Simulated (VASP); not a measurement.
# SnO2 (R3m) in VASP: further runs

The runs below take SnO2 through single point, with PBEsol.

All numbers are computed with VASP 6.6.1; they aren't measurements. Logs are shortened: lines on timing, memory, paths and dates and some standing lists are left out, and cuts for length are marked.

**1. The cell of the first run**

The typed cell holds 12 atoms: a = 5.445 Å, b = 5.445 Å, c = 5.445 Å, α = 70.42°, β = 70.42°, γ = 70.42°.

**2. Single point, PBEsol (volume 11.561 Å^3 an atom, c/a of the conventional cell 1.9411)**

Contents of INCAR:

```
PREC     = Accurate       # precision mode
ENCUT    = 520            # plane-wave cutoff, eV
EDIFF    = 1E-6           # SCF threshold, eV
ISMEAR   = 0              # smearing method
SIGMA    = 0.05           # smearing width, eV
LREAL    = F              # projectors in reciprocal space
LASPH    = T              # aspherical terms in the spheres
NELM     = 80             # most SCF steps
ALGO     = Normal         # electronic algorithm
ISIF     = 2              # what is computed and relaxed
LWAVE    = F              # write WAVECAR
LCHARG   = F              # write CHGCAR
GGA      = PS             # functional
NBANDS   = 64             # bands
```

Contents of KPOINTS:

```
Automatic mesh
0
Gamma
  6 6 6
```

Contents of POSCAR:

```
SnO2
1.0
    3.1396154523      1.8126578266      4.0628717030
   -3.1396154523      1.8126578266      4.0628717030
    0.0000000000     -3.6253156530      4.0628717030
Sn O
4 8
Direct
    0.8646807174      0.8646807174      0.8646807174
    0.3648245829      0.3648245829      0.8648190111
    0.3648245829      0.8648190111      0.3648245829
    0.8648190111      0.3648245829      0.3648245829
    0.1235003534      0.6233501671      0.6233501671
    0.6233501671      0.1235003534      0.6233501671
    0.6233501671      0.6233501671      0.1235003534
    0.6062113146      0.6062113146      0.6062113146
    0.1234715296      0.1234715296      0.1234715296
    0.1060883083      0.1060883083      0.6062369573
    0.1060883083      0.6062369573      0.1060883083
    0.6062369573      0.1060883083      0.1060883083
```

Potentials or basis: VASP PAW PBE potentials, release 64 (Sn_d, O).

Run with:

```bash
$ cat potpaw_PBE.64/Sn_d/POTCAR potpaw_PBE.64/O/POTCAR > POTCAR
$ mpirun -np 1 vasp_std > vasp.out
```

OUTCAR:

```text
PREC = Accurate
   ENCUT = 520
   EDIFF = 1E-6
   ISMEAR = 0
   LREAL = F
   LASPH = T
   NELM = 80
   ISIF = 2
   GGA = PS

 ion  position               nearest neighbor table
   1  0.865  0.865  0.865-  11 2.03  12 2.03  10 2.03   6 2.03   5 2.03   7 2.03   3 3.14   4 3.14
                             3 3.14   4 3.14   2 3.14   2 3.14
   2  0.365  0.365  0.865-   9 2.03  11 2.03  12 2.03   6 2.03   5 2.03   8 2.03   3 3.14   4 3.14
                             1 3.14   1 3.14   4 3.14   3 3.14
   3  0.365  0.865  0.365-   9 2.03  10 2.03  12 2.03   7 2.03   5 2.03   8 2.03   2 3.14   4 3.14
                             1 3.14   1 3.14   2 3.14   4 3.14
   4  0.865  0.365  0.365-   9 2.03  10 2.03  11 2.03   7 2.03   6 2.03   8 2.03   2 3.14   3 3.14
                             1 3.14   1 3.14   2 3.14   3 3.14
   5  0.124  0.623  0.623-   1 2.03   2 2.03   3 2.03
   6  0.623  0.124  0.623-   1 2.03   2 2.03   4 2.03
   7  0.623  0.623  0.124-   1 2.03   3 2.03   4 2.03
   8  0.606  0.606  0.606-   3 2.03   4 2.03   2 2.03
   9  0.123  0.123  0.123-   3 2.03   4 2.03   2 2.03
  10  0.106  0.106  0.606-   3 2.03   4 2.03   1 2.03
  11  0.106  0.606  0.106-   2 2.03   4 2.03   1 2.03
  12  0.606  0.106  0.106-   2 2.03   3 2.03   1 2.03

  LATTYP: Found a trigonal (rhomboedric) cell.
 ALAT       =     5.4451666696
 COS(alpha) =     0.3350935338

  Lattice vectors:

 A1 = (   3.1396154523,   1.8126578266,   4.0628717030)
 A2 = (  -3.1396154523,   1.8126578266,   4.0628717030)
 A3 = (   0.0000000000,  -3.6253156530,   4.0628717030)

Analysis of symmetry for initial positions (statically):
=====================================================================
 Subroutine PRICEL returns:
 Original cell was already a primitive cell.

 Routine SETGRP: Setting up the symmetry group for a
 trigonal (rhombohedral) supercell.

 Subroutine GETGRP returns: Found  6 space group operations
 (whereof  6 operations were pure point group operations)
 out of a pool of 12 trial point group operations.

The static configuration has the point symmetry C_3v.

Analysis of symmetry for dynamics (positions and initial velocities):
=====================================================================
 Subroutine PRICEL returns:
 Original cell was already a primitive cell.

 Routine SETGRP: Setting up the symmetry group for a
 trigonal (rhombohedral) supercell.

 Subroutine GETGRP returns: Found  6 space group operations
 (whereof  6 operations were pure point group operations)
 out of a pool of 12 trial point group operations.

The dynamic configuration has the point symmetry C_3v.

 Subroutine INISYM returns: Found  6 space group operations
 (whereof  6 operations are pure point group operations),
 and found     1 'primitive' translations

----------------------------------------------------------------------------------------

                                     Primitive cell

  volume of cell :     138.7320

  direct lattice vectors                    reciprocal lattice vectors
     3.139615452  1.812657827  4.062871703     0.159255172  0.091946017  0.082043775
    -3.139615452  1.812657827  4.062871703    -0.159255172  0.091946017  0.082043775
     0.000000000 -3.625315653  4.062871703     0.000000000 -0.183892033  0.082043775

  length of vectors
     5.445166670  5.445166670  5.445166670     0.201364001  0.201364001  0.201364001

  position of ions in fractional coordinates (direct lattice)
     0.864680717  0.864680717  0.864680717
     0.364824583  0.364824583  0.864819011
     0.364824583  0.864819011  0.364824583
     0.864819011  0.364824583  0.364824583
     0.123500353  0.623350167  0.623350167
     0.623350167  0.123500353  0.623350167
     0.623350167  0.623350167  0.123500353
     0.606211315  0.606211315  0.606211315
     0.123471530  0.123471530  0.123471530
     0.106088308  0.106088308  0.606236957
     0.106088308  0.606236957  0.106088308
     0.606236957  0.106088308  0.106088308

  ion indices of the primitive-cell ions
   primitive index   ion index
                 1           1
                 2           2
                 3           3
                 4           4
                 5           5
                 6           6
                 7           7
                 8           8
                 9           9
                10          10
                11          11
                12          12

----------------------------------------------------------------------------------------

 KPOINTS: Automatic mesh

Automatic generation of k-mesh.
 Grid dimensions read from file:
 generate k-points for:    6    6    6

 Generating k-lattice:

  Cartesian coordinates                     Fractional coordinates (reciprocal lattice)
     0.026542529  0.015324336  0.013673963     0.166666667 -0.000000000  0.000000000
    -0.026542529  0.015324336  0.013673963    -0.000000000  0.166666667  0.000000000
     0.000000000 -0.030648672  0.013673963     0.000000000  0.000000000  0.166666667

  Length of vectors
     0.033560667  0.033560667  0.033560667

  Shift w.r.t. Gamma in fractional coordinates (k-lattice)
     0.000000000  0.000000000  0.000000000

 Subroutine IBZKPT returns following result:
 ===========================================

 Found     32 irreducible k-points:

 Following reciprocal coordinates:
            Coordinates               Weight
  0.000000  0.000000  0.000000      1.000000
  0.166667 -0.000000  0.000000      6.000000
  0.333333  0.000000  0.000000      6.000000
  0.500000  0.000000  0.000000      3.000000
  0.166667  0.166667  0.000000      6.000000
  0.333333  0.166667  0.000000     12.000000
[... 16 lines left out ...]
  0.500000  0.500000  0.166667      6.000000
 -0.333333  0.500000  0.166667     12.000000
 [... further k-points ...]
   k-points           NKPTS =     32   k-points in BZ     NKDIM =     32   number of bands    NBANDS=     64
   number of dos      NEDOS =    301   number of ions     NIONS =     12
   total plane-waves  NPLWV =  64000
   dimension x,y,z NGX =    40 NGY =   40 NGZ =   40
   dimension x,y,z NGXF=    80 NGYF=   80 NGZF=   80
   ions per type =               4   8
   NGX,Y,Z   is equivalent  to a cutoff of  12.21, 12.21, 12.21 a.u.
   NGXF,Y,Z  is equivalent  to a cutoff of  24.42, 24.42, 24.42 a.u.
 SYSTEM =  unknown system
   PREC   = accura    normal or accurate (medium, high low for compatibility)
   ISTART =      0    job   : 0-new  1-cont  2-samecut
   ICHARG =      2    charge: 1-file 2-atom 10-const
   ISPIN  =      1    spin polarized calculation?
   LNONCOLLINEAR =      F non collinear calculations
   LSORBIT =      F    spin-orbit coupling
   LASPH  =      T    aspherical Exc in radial PAW
   ENCUT  =  520.0 eV  38.22 Ry    6.18 a.u.  10.12 10.12 10.12*2*pi/ulx,y,z
   NELM   =     80;   NELMIN=  2; NELMDL= -5     # of ELM steps
   EDIFF  = 0.1E-05   stopping-criterion for ELM
   LREAL  =      F    real-space projection
   EDIFFG = 0.1E-04   stopping-criterion for IOM
   NSW    =      0    number of steps for IOM
   IBRION =     -1    ionic relax: 0-MD 1-quasi-New 2-CG
   NFREE  =      0    steps in history (QN), initial steepest desc. (CG)
   ISIF   =      2    stress and relaxation
   ISYM   =      2    0-nonsym 1-usesym 2-fastsym
   POTIM  = 0.5000    time-step for ionic-motion
   TEBEG  =    0.0;   TEEND  =   0.0 temperature during run
   PSTRESS=    0.0 pullay stress
   NELECT =     104.0000    total number of electrons
   NUPDOWN=      -1.0000    fix difference up-down
   EMIN   =  10.00;   EMAX   =-10.00  energy-range for DOS
   EFERMI =   0.00;   METHOD = LEGACY
   ISMEAR =     0;   SIGMA  =   0.05  broadening in eV -4-tet -1-fermi 0-gaus
   EFERMI_NEDOS =   21; number of points for ismear=-14 and -15
   IALGO  =     38    algorithm
   IMIX   =      4    mixing-type and parameters
     AMIX     =   0.40;   BMIX     =  1.00
     AMIX_MAG =   1.60;   BMIX_MAG =  1.00
  volume/ion in A,a.u.               =      11.56        78.02
  Fermi-wavevector in a.u.,A,eV,Ry     =   1.487169  2.810342 30.091629  2.211672
  Thomas-Fermi vector in A             =   2.600364
   LORBIT       =      0    0 simple, 1 ext, 2 COOP (PROOUT), +10 PAW based schemes
   GGA     = PS    functional components
   LHFCALC =     F    Hartree Fock is set to
   AEXX    =    0.0000 exact exchange contribution
   IVDW    =     0    specifies the selected vdW correction
   LEPSILON=     F    determine dielectric tensor
   LRPA    =     F    only Hartree local field effects (RPA)
 non-spin polarized calculation
 Gauss-broadening in eV      SIGMA  =   0.05
  energy-cutoff  :      520.00
  volume of cell :      138.73
 maximum number of plane-waves:      3753
   NGX = 21   NGY = 21   NGZ = 21

 number of electron     104.0000000 magnetization

 Free energy of the ion-electron system (eV)
  ---------------------------------------------------
  ext. energy  EPLUGINS =         0.00000000
  ---------------------------------------------------
  free energy    TOTEN  =       -76.13027710 eV

  energy without entropy =      -76.13027710  energy(sigma->0) =      -76.13027710

 E-fermi :   6.3334     XC(G=0): -11.6048

 val. band max:        6.1088143754   @ k =   0.0000   0.0000   0.0000
 cond. band min:       8.4640735376   @ k =   0.0000   0.0000   0.0000
 fundamental gap:      2.3552591622
 Fermi energy:         6.3334492390

 k-point     1 :       0.0000    0.0000    0.0000
  band No.  band energies     occupation
      1     -14.9059      2.00000
      2     -14.9059      2.00000
      3     -14.9059      2.00000
      4     -14.3988      2.00000
      5     -13.6788      2.00000
      6     -13.6788      2.00000
[... 56 lines left out ...]
     63      17.5111      0.00000
     64      17.5112      0.00000

 k-point     2 :       0.1667   -0.0000    0.0000
  band No.  band energies     occupation
      1     -14.8539      2.00000
      2     -14.8539      2.00000
      3     -14.8448      2.00000
      4     -14.3299      2.00000
      5     -13.7752      2.00000
      6     -13.6576      2.00000
[... 56 lines left out ...]
     63      17.3293      0.00000
     64      17.5871      0.00000

 k-point     3 :       0.3333    0.0000    0.0000
  band No.  band energies     occupation
      1     -14.7158      2.00000
      2     -14.7158      2.00000
      3     -14.6700      2.00000
      4     -14.2095      2.00000
      5     -13.9522      2.00000
      6     -13.8967      2.00000
[... 1396 lines left out ...]
     63      16.1505      0.00000
     64      16.9916      0.00000

 k-point    24 :      -0.3333    0.5000    0.1667
  band No.  band energies     occupation
      1     -14.5959      2.00000
      2     -14.5809      2.00000
      3     -14.5411      2.00000
      4     -14.2703      2.00000
      5     -14.1573      2.00000
      6     -13.9922      2.00000
[... 56 lines left out ...]
     63      16.3583      0.00000
     64      16.7009      0.00000

 [... further k-points ...]
[... 5 lines left out ...]
  --------------------------------------------------------------------------------------
  -------------------------------------------------------------------------------------
  Total       23.8050919     23.8050919     14.7700284      0.0000000      0.0000000      0.0000000
  in kB      274.9183941    274.9183941    170.5749554      0.0000000      0.0000000      0.0000000
  external PRESSURE =     240.1372478 kB  Pullay stress =       0.0000000 kB

 VOLUME and BASIS-vectors are now :
 -----------------------------------------------------------------------------
  energy-cutoff  :      520.00
  volume of cell :      138.73
      direct lattice vectors                 reciprocal lattice vectors
     3.139615452  1.812657827  4.062871703     0.159255172  0.091946017  0.082043775
    -3.139615452  1.812657827  4.062871703    -0.159255172  0.091946017  0.082043775
     0.000000000 -3.625315653  4.062871703     0.000000000 -0.183892033  0.082043775

 POSITION                                       TOTAL-FORCE (eV/Angst)
 -----------------------------------------------------------------------------------
      0.00000      0.00000     10.53926         0.000000     -0.000000     -0.002736
      0.00000     -1.81264      6.47812         0.000000     -0.000772      0.000634
     -1.56979      0.90632      6.47812        -0.000668      0.000386      0.000634
      1.56979      0.90632      6.47812         0.000668      0.000386      0.000634
     -1.56934     -0.90606      5.56695         0.000064      0.000037     -1.719067
      1.56934     -0.90606      5.56695        -0.000064      0.000037     -1.719067
      0.00000      1.81211      5.56695         0.000000     -0.000074     -1.719067
      0.00000      0.00000      7.38888         0.000000      0.000000      1.718522
      0.00000      0.00000      1.50495         0.000000     -0.000000     -1.720147
      0.00000     -1.81320      3.32511         0.000000     -0.000123      1.719886
     -1.57027      0.90660      3.32511        -0.000107      0.000062      1.719886
      1.57027      0.90660      3.32511         0.000107      0.000062      1.719886
 -----------------------------------------------------------------------------------
    total drift:                                0.000000     -0.000001      0.000505

  FREE ENERGIE OF THE ION-ELECTRON SYSTEM (eV)
  ---------------------------------------------------
  free  energy   TOTEN  =       -76.1302771010 eV

  energy  without entropy=      -76.1302771010  energy(sigma->0) =      -76.13027710
```

Run time: 4 min. Hardware: 1 thread of Intel Xeon Platinum 8259CL at 2.50GHz (Skylake/Cascade Lake), shared host; peak memory 0.35 GiB.

Results:

| Quantity | Value |
| --- | --- |
| Free energy | -76.1303 eV |
| Pressure | 24.0 GPa |
| Largest force | 1.720 eV/Å |
| Band gap on the k mesh | 2.36 eV |

Forces on the atoms (eV/Å):
```
Sn   0.000  0.000 -0.003
Sn   0.000 -0.001  0.001
Sn  -0.001  0.000  0.001
Sn   0.001  0.000  0.001
O    0.000  0.000 -1.719
O    0.000  0.000 -1.719
O    0.000  0.000 -1.719
O    0.000  0.000  1.719
O    0.000  0.000 -1.720
O    0.000  0.000  1.720
O    0.000  0.000  1.720
O    0.000  0.000  1.720
```

Caveat: the PAW data sets were made with another functional, which shifts forces and pressure a little; spin-orbit coupling is left out, which moves the levels of the heavy elements.

**3. Single point, PBEsol (volume 11.561 Å^3 an atom, c/a of the conventional cell 2.4742)**

Contents of INCAR:

```
PREC     = Accurate       # precision mode
ENCUT    = 520            # plane-wave cutoff, eV
EDIFF    = 1E-6           # SCF threshold, eV
ISMEAR   = 0              # smearing method
SIGMA    = 0.05           # smearing width, eV
LREAL    = False          # projectors in reciprocal space
LASPH    = True           # aspherical terms in the spheres
NELM     = 60             # most SCF steps
ALGO     = Normal         # electronic algorithm
ISIF     = 2              # what is computed and relaxed
LWAVE    = False          # write WAVECAR
LCHARG   = True           # write CHGCAR
GGA      = PS             # functional
LELF     = True           # ELF
LVHAR    = True         
NBANDS   = 64             # bands
```

Contents of KPOINTS:

```
regular mesh
0
Gamma
  6 6 6
```

Edit POSCAR of step 2 so:

```diff
@@ -2,5 +2,5 @@
 1.0
-    3.1396154523      1.8126578266      4.0628717030
-   -3.1396154523      1.8126578266      4.0628717030
-    0.0000000000     -3.6253156530      4.0628717030
+    2.8956595109      1.6718097982      4.7762938413
+   -2.8956595109      1.6718097982      4.7762938413
+    0.0000000000     -3.3436195962      4.7762938413
 Sn O
```

Potentials or basis: VASP PAW PBE potentials, release 64 (Sn_d, O).

Run with:

```bash
$ cat potpaw_PBE.64/Sn_d/POTCAR potpaw_PBE.64/O/POTCAR > POTCAR
$ mpirun -np 1 vasp_std > vasp.out
```

OUTCAR:

```text
PREC = Accurate
   ENCUT = 520
   EDIFF = 1E-6
   ISMEAR = 0
   LREAL = False
   LASPH = True
   NELM = 60
   ISIF = 2
   GGA = PS

 ion  position               nearest neighbor table
   1  0.865  0.865  0.865-   5 1.98   6 1.98   7 1.98  11 1.99  12 1.99  10 1.99   2 2.90   2 2.90
                             3 2.90   4 2.90   3 2.90   4 2.90
   2  0.365  0.365  0.865-  11 1.98  12 1.98   9 1.98   8 1.99   5 1.99   6 1.99   3 2.90   4 2.90
                             1 2.90   1 2.90   4 2.90   3 2.90
[... 1846 lines left out ...]
 -----------------------------------------------------------------------------
  energy-cutoff  :      520.00
  volume of cell :      138.73
      direct lattice vectors                 reciprocal lattice vectors
     2.895659511  1.671809798  4.776293841     0.172672235  0.099692361  0.069789118
    -2.895659511  1.671809798  4.776293841    -0.172672235  0.099692361  0.069789118
     0.000000000 -3.343619596  4.776293841     0.000000000 -0.199384723  0.069789118

 POSITION                                       TOTAL-FORCE (eV/Angst)
 -----------------------------------------------------------------------------------
      0.00000      0.00000     12.38991         0.000000     -0.000000     -0.000207
      0.00000     -1.67179      7.61565         0.000000      0.005053      0.000027
     -1.44781      0.83590      7.61565         0.004376     -0.002527      0.000027
      1.44781      0.83590      7.61565        -0.004376     -0.002527      0.000027
     -1.44739     -0.83565      6.54448         0.003090      0.001784     -1.716167
      1.44739     -0.83565      6.54448        -0.003090      0.001784     -1.716167
      0.00000      1.67131      6.54448         0.000000     -0.003568     -1.716167
      0.00000      0.00000      8.68633         0.000000      0.000000      1.712481
      0.00000      0.00000      1.76921         0.000000     -0.000000     -1.722980
      0.00000     -1.67231      3.90898         0.000000     -0.003661      1.719708
     -1.44826      0.83615      3.90898        -0.003171      0.001831      1.719708
      1.44826      0.83615      3.90898         0.003171      0.001831      1.719708
 -----------------------------------------------------------------------------------
    total drift:                                0.000000     -0.000000      0.000634

  FREE ENERGIE OF THE ION-ELECTRON SYSTEM (eV)
  ---------------------------------------------------
  free  energy   TOTEN  =       -72.3651452579 eV

  energy  without entropy=      -72.3651452579  energy(sigma->0) =      -72.36514526
```

Run time: 6 min. Hardware: 1 thread of Intel Xeon Platinum 8259CL at 2.50GHz (Skylake/Cascade Lake), shared host; peak memory 0.43 GiB.

Results:

| Item | Value |
| --- | --- |
| Free energy | -72.3651 eV |
| Pressure | 48.7 GPa |
| Largest force | 1.723 eV/Å |
| Band gap on the k mesh | 3.79 eV |

Forces on the atoms (eV/Å):
```
Sn   0.000  0.000  0.000
Sn   0.000  0.005  0.000
Sn   0.004 -0.003  0.000
Sn  -0.004 -0.003  0.000
O    0.003  0.002 -1.716
O   -0.003  0.002 -1.716
O    0.000 -0.004 -1.716
O    0.000  0.000  1.712
O    0.000  0.000 -1.723
O    0.000 -0.004  1.720
O   -0.003  0.002  1.720
O    0.003  0.002  1.720
```

Caveat: the PAW data sets were made with another functional, which shifts forces and pressure a little; spin-orbit coupling is left out, which moves the levels of the heavy elements. A k mesh can miss the band edges.

(Part 1 of 2 ends here.)
